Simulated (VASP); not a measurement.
Set up this calculation in VASP 6.6.1, as the native input.

| Quantity | Value |
| --- | --- |
| Task | single point |
| Functional | PBE |
| Dispersion | D3(BJ) |
| Potentials or basis | VASP PAW PBE potentials, release 64 (Sn_d, O) |
| Cutoff | 520 eV |
| k mesh | 6 × 6 × 6 |
| Occupations | gaussian, width 0.05 eV |
| Spin | no spin polarisation |
| Dipole correction | no |
| Further INCAR settings | ALGO = Normal; EDIFF = 1e-07; NBANDS = 64 |

The structure of SnO2 lies in POSCAR:

```
SnO2
1.0
    3.2373377712      1.8690778337      4.2908446647
   -3.2373377712      1.8690778337      4.2908446647
    0.0000000000     -3.7381556673      4.2908446647
Sn O
4 8
Direct
    0.8659849925      0.8641758906      0.8641758907
    0.3659878865      0.3641952896      0.8641842882
    0.3659878865      0.8641842881      0.3641952897
    0.8659900819      0.3641921293      0.3641921294
    0.1228967749      0.6203256365      0.6203256307
    0.6228549104      0.1203396819      0.6203205398
    0.6228549104      0.6203205456      0.1203396761
    0.5978138423      0.6136990955      0.6136991007
    0.1228848976      0.1203378832      0.1203378774
    0.0977798458      0.1137038908      0.6136941978
    0.0977798458      0.6136941926      0.1137038960
    0.5978009902      0.1136920450      0.1136920501
```

This cell differs from its parent crystal: atoms displaced along several vibrational modes.

The input as run:

INCAR

```
SYSTEM = SnO2
PREC = Accurate ; ENCUT = 520
EDIFF = 1E-7 ; ISMEAR = 0
SIGMA = 0.05 ; LREAL = .False.
LASPH = .True. ; NELM = 60
ALGO = Normal ; ISIF = 2
LWAVE = .False. ; LCHARG = .True.
GGA = PE ; IVDW = 12
LELF = .True. ; LVHAR = .True.
NBANDS = 64
```

KPOINTS

```
Automatic mesh
0
Gamma
  6 6 6
  0 0 0
```

Potentials or basis: VASP PAW PBE potentials, release 64 (Sn_d, O).

Launch:

```console
$ cat potpaw_PBE.64/Sn_d/POTCAR potpaw_PBE.64/O/POTCAR > POTCAR
$ mpirun -np 1 vasp_std > vasp.out
```

Results of the run:

| Quantity | Value |
| --- | --- |
| Pressure | 0.9 GPa |
| Largest force | 0.606 eV/Å |
| Band gap on the k mesh | 1.55 eV |
| Dispersion energy per atom | -0.201 eV |

Caveat: the cell differs from its parent crystal (atoms displaced along several vibrational modes); spin-orbit coupling is left out, which moves the levels of the heavy elements.

It took 8.4 min on 1 thread of Intel(R) Xeon(R) 6975P-C (Granite Rapids), with other jobs on the host, peak memory 0.57 GiB.
